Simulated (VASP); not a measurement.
Set up this calculation in VASP 6.6.1, as the native input.

```yaml
Task: single point
Functional: LDA
Potentials_or_basis: VASP PAW LDA potentials, release 64 (Zr_sv)
Cutoff: 520 eV
k_mesh: 19 × 19 × 10
Occupations: fermi-dirac, width 0.1 eV
Spin: no spin polarisation
Dipole_correction: no
Further_INCAR_settings: ALGO = Normal; EDIFF = 1e-06; NBANDS = 19
```

The structure of Zr lies in POSCAR:

```
Zr
1.0
    3.2650048524      0.0000000000      0.0000000000
   -1.6325024262      2.8275771457      0.0000000000
    0.0000000000      0.0000000000      5.2854025848
Zr
2
Direct
    0.3333333333      0.6666666667      0.2500000000
    0.6666666667      0.3333333333      0.7500000000
```

These files were run (other wordings do the same):

INCAR

```
SYSTEM = Zr
PREC = Accurate
ENCUT = 520
EDIFF = 1E-6
ISMEAR = -1
SIGMA = 0.1
LREAL = .False.
LASPH = .True.
NELM = 60
ALGO = Normal
ISIF = 2
LWAVE = .False.
LCHARG = .False.
GGA = CA
NBANDS = 19
```

KPOINTS

```
Automatic mesh
0
Gamma
  19 19 10
  0 0 0
```

Potentials or basis: VASP PAW LDA potentials, release 64 (Zr_sv).

Launch:

```sh
$ cat potpaw_LDA.64/Zr_sv/POTCAR > POTCAR
$ mpirun -np 1 vasp_std > vasp.out
```

Results of the run:

```json
{
 "Pressure": "-9.6 GPa",
 "Band gap on the k mesh": "zero (bands 12 and 13 overlap by 1.17 eV)"
}
```

Caveat: the cell stands under tension.

Run time: 120 s on 1 thread of Intel Xeon 8259CL, on a shared host, peak memory 0.28 GiB.
